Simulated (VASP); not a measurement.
Set up this calculation in VASP 6.6.1, as the native input.

```
Task                   : relaxation of cell and atoms
Functional             : PBE
Potentials or basis    : VASP PAW PBE potentials, release 64 (Rb_sv, O)
Cutoff                 : 600 eV
k mesh                 : 4 × 4 × 4
Occupations            : gaussian, width 0.1 eV
Spin                   : no spin polarisation
Dipole correction      : no
Further INCAR settings : ALGO = Normal; EDIFF = 1e-06; IBRION = 2; EDIFFG = -0.04; NSW = 90; ISIF = 3
```

The structure of Rb4O lies in POSCAR:

```
Rb4O
1.0
   -3.7872047100      3.7872047100      3.3875875800
    3.7872047100     -3.7872047100      3.3875875800
    3.7872047100      3.7872047100     -3.3875875800
Rb O
4 1
Direct
    0.5000000000      0.2344711200      0.7344711200
    0.5000000000      0.7655288800      0.2655288800
    0.2344711200      0.5000000000      0.7344711200
    0.7655288800      0.5000000000      0.2655288800
    0.5000000000      0.5000000000      0.0000000000
```

The cell was built from a structure type or drawn by symmetry, and may not be a known phase.

One way to write it, as run:

INCAR

```
SYSTEM = Rb4O
PREC = Accurate
ENCUT = 600
EDIFF = 1E-6
ISMEAR = 0
SIGMA = 0.1
LREAL = .FALSE.
LASPH = .TRUE.
NELM = 60
ALGO = Normal
ISIF = 3
LWAVE = .FALSE.
LCHARG = .FALSE.
GGA = PE
IBRION = 2
NSW = 90
EDIFFG = -0.04
```

KPOINTS

```
Automatic mesh
0
G
  4 4 4
  0 0 0
```

Potentials or basis: VASP PAW PBE potentials, release 64 (Rb_sv, O).

The run is started by

```bash
$ cat potpaw_PBE.64/Rb_sv/POTCAR potpaw_PBE.64/O/POTCAR > POTCAR
$ mpirun -np 1 vasp_std > vasp.out
```

Results of the run:

```
Relaxed volume                        : 70.84 Å³/atom
Relaxed cell                          : a = 7.825 Å, b = 7.825 Å, c = 7.825 Å, α = 103.36°, β = 103.36°, γ = 122.55°
Space group after relaxing (to 0.1 Å) : I4/mmm (No. 139)
Energy gained by relaxing             : 1364.3 meV/atom
Ionic steps                           : 15
Pressure after relaxing               : 0.0 GPa
Largest force after relaxing          : 0.015 eV/Å
Band gap on the k mesh                : zero (bands 21 and 22 overlap by 0.32 eV)
```

Caveat: the volume moved by over 15 % at a fixed basis, so the end points are rough.

Wall time 21 min on 1 thread of Intel(R) Xeon(R) Platinum 8488C (Sapphire Rapids) (shared host), peak memory 0.44 GiB.
